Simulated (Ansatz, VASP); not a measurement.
# Ti: VASP beside Ansatz

Contents of INCAR:

```
ALGO     = Fast           # electronic algorithm
EDIFF    = 1E-6           # SCF threshold, eV
ENCUT    = 520            # plane-wave cutoff, eV
GGA      = PS             # functional
ISIF     = 2              # what is computed and relaxed
ISMEAR   = 0              # smearing method
LASPH    = True           # aspherical terms in the spheres
LCHARG   = False          # write CHGCAR
LREAL    = False          # projectors in reciprocal space
LWAVE    = False          # write WAVECAR
NBANDS   = 19             # bands
NELM     = 100            # most SCF steps
PREC     = Accurate       # precision mode
SIGMA    = 0.15           # smearing width, eV
```

Contents of KPOINTS:

```
k-points
0
Gamma
  18 18 10
```

File POSCAR:

```
Ti
1.0
    2.9499978604      0.0663749519      0.0000000000
   -1.4175165357      2.5215856123      0.0000000000
    0.0000000000      0.0000000000      4.6860000000
Ti
2
Direct
    0.3333333333      0.6666666667      0.2500000000
    0.6666666667      0.3333333333      0.7500000000
```

Input for Ansatz:

```yaml
crystal:
  lattice:
    - [2.9499978604, 0.0663749519, 0.0]
    - [-1.4175165357, 2.5215856123, 0.0]
    - [0.0, 0.0, 4.686]
  atoms:
    - { symbol: Ti, position: [0.3333333333, 0.6666666667, 0.25] }
    - { symbol: Ti, position: [0.6666666667, 0.3333333333, 0.75] }
basis:
  ecutwfc: 420
kpoints:
  mp_grid: { grid: [18, 18, 10] }
hamiltonian:
  xc: pbesol
scf:
  occupations: { method: gaussian, width: 0.15 }
output:
  forces: true
  stress: true
  eigenvalues: true
```

Change from the starting cell: strain +0.0450 x Voigt [0, 0, 0, 0, 0, 1], atoms carried along.

Alike in both runs: task single point; functional PBEsol; k mesh 18 × 18 × 10; occupations gaussian, width 0.15 eV; no spin polarisation.

|  | VASP | Ansatz |
| --- | --- | --- |
| version | VASP 6.6.1 | Ansatz 0.2.0 |
| potentials or method | VASP PAW PBE potentials, release 64 (Ti_sv), cutoff 520 eV | scalar-relativistic, plane waves, PAW |
| valence electrons in the cell | 24 | 24 |

Ansatz gave:

| Quantity | Value |
| --- | --- |
| gap on the k mesh at the Fermi level (eV) | none |
| pressure (GPa) | -5.8 |
| traceless stress, the component that is largest in VASP (GPa) | -2.69 |
| rms of the force components (eV/Å) | 0.067 |

Task: Estimate VASP's values.

Result: gap on the k mesh at the Fermi level (eV): none; pressure (GPa): -6.3; traceless stress, the component that is largest in VASP (GPa): -2.66; rms of the force components (eV/Å): 0.066.

VASP's potentials were made for PBE, not for PBEsol. Atom by atom the forces differ by 0.001 eV/Å (rms over components). A gap of «none» marks a metal or a gap that the smearing closes.
